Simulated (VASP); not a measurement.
Input of a VASP 6.6.1 run:

The input INCAR:

```
SYSTEM = GaN
PREC = Accurate
ENCUT = 600
EDIFF = 1E-7
ISMEAR = -1
SIGMA = 0.05
LREAL = .False.
LASPH = .True.
NELM = 80
ALGO = Normal
ISIF = 3
LWAVE = .False.
LCHARG = .False.
GGA = CA
IBRION = 2
NSW = 60
EDIFFG = -0.01
```

The input KPOINTS:

```
regular mesh
0
Gamma
  10 10 10
  0 0 0
```

The input POSCAR:

```
GaN
1.0
    0.0000000000      2.2535006075      2.2535006075
    2.2535006075      0.0000000000      2.2535006075
    2.2535006075      2.2535006075      0.0000000000
Ga N
1 1
Direct
    0.0000000000      0.0000000000      0.0000000000
    0.2500000000      0.2500000000      0.2500000000
```

Potentials or basis: VASP PAW LDA potentials, release 64 (Ga_d, N).

Command:

```bash
$ cat potpaw_LDA.64/Ga_d/POTCAR potpaw_LDA.64/N/POTCAR > POTCAR
$ mpirun -np 1 vasp_std > vasp.out
```

Task: Predict the band gap on the k mesh.

Result: 1.94 eV, direct.

Task: Predict the space group after relaxing (to 0.05 Å).

Result: F-43m (No. 216).

Task: Estimate the relaxed cell.

Result: a = 3.156 Å, b = 3.156 Å, c = 3.156 Å, α = 60.00°, β = 60.00°, γ = 60.00°.

Task: What does it give for the relaxed volume?

Result: 11.11 Å³/atom.

Step by step:
```
step  energy change (eV)  largest force (eV/Å)  pressure (GPa)  volume (Å³)
   1              0.0000                0.0000           -5.61        22.89
   2             -0.0002                0.0000            6.13        21.59
   3             -0.0120                0.0000           -0.03        22.22
```

A hybrid or GW would open this gap; LDA tends to underestimate it.
